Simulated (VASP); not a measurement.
Write the native input for VASP 6.6.1 that does the following.

```
Task                   : relaxation of cell and atoms
Functional             : PBE
Potentials or basis    : VASP PAW PBE potentials, release 64 (Hf_pv, Te)
Cutoff                 : 600 eV
k mesh                 : 4 × 4 × 4
Occupations            : gaussian, width 0.1 eV
Spin                   : no spin polarisation
Dipole correction      : no
Further INCAR settings : ALGO = Normal; EDIFF = 1e-06; IBRION = 2; EDIFFG = -0.04; NSW = 90; ISIF = 3
```

The structure of Hf4Te lies in POSCAR:

```
Hf4Te
1.0
   -3.0683992800      3.0683992800      3.0683992800
    3.0683992800     -3.0683992800      3.0683992800
    3.0683992800      3.0683992800     -3.0683992800
Hf Te
4 1
Direct
    0.0000000000      0.0000000000      0.5000000000
    0.0000000000      0.5000000000      0.0000000000
    0.5000000000      0.0000000000      0.0000000000
    0.5000000000      0.5000000000      0.5000000000
    0.0000000000      0.0000000000      0.0000000000
```

One way to write it, as run:

INCAR

```
SYSTEM = Hf4Te
  ALGO = Normal
  EDIFF = 1E-6
  EDIFFG = -0.04
  ENCUT = 600
  GGA = PE
  IBRION = 2
  ISIF = 3
  ISMEAR = 0
  LASPH = .TRUE.
  LCHARG = .FALSE.
  LREAL = .FALSE.
  LWAVE = .FALSE.
  NELM = 60
  NSW = 90
  PREC = Accurate
  SIGMA = 0.1
```

KPOINTS

```
k-points
0
G
  4 4 4
  0 0 0
```

Potentials or basis: VASP PAW PBE potentials, release 64 (Hf_pv, Te).

The run is started by

```bash
$ cat potpaw_PBE.64/Hf_pv/POTCAR potpaw_PBE.64/Te/POTCAR > POTCAR
$ mpirun -np 1 vasp_std > vasp.out
```

It gave:

```json
{
 "Relaxed volume": "26.88 Å³/atom",
 "Relaxed cell": "a = 5.589 Å, b = 5.589 Å, c = 5.589 Å, α = 109.47°, β = 109.47°, γ = 109.47°",
 "Space group after relaxing (to 0.05 Å)": "Im-3m (No. 229)",
 "Energy gained by relaxing": "182.0 meV/atom",
 "Ionic steps": "4",
 "Pressure after relaxing": "-0.1 GPa",
 "Band gap on the k mesh": "zero (band 23 reaches 5.15 eV, above the bottom of band 24 at 3.48 eV)"
}
```

Caveat: the k points lie up to 0.34 Å⁻¹ apart in the final cell; the volume moved by over 15 % at a fixed basis, so the end points are rough; spin-orbit coupling is left out, which moves the levels of the heavy elements.

It took 60 s on 1 thread of Intel(R) Xeon(R) 6975P-C (Granite Rapids) (shared host), peak memory 0.28 GiB.
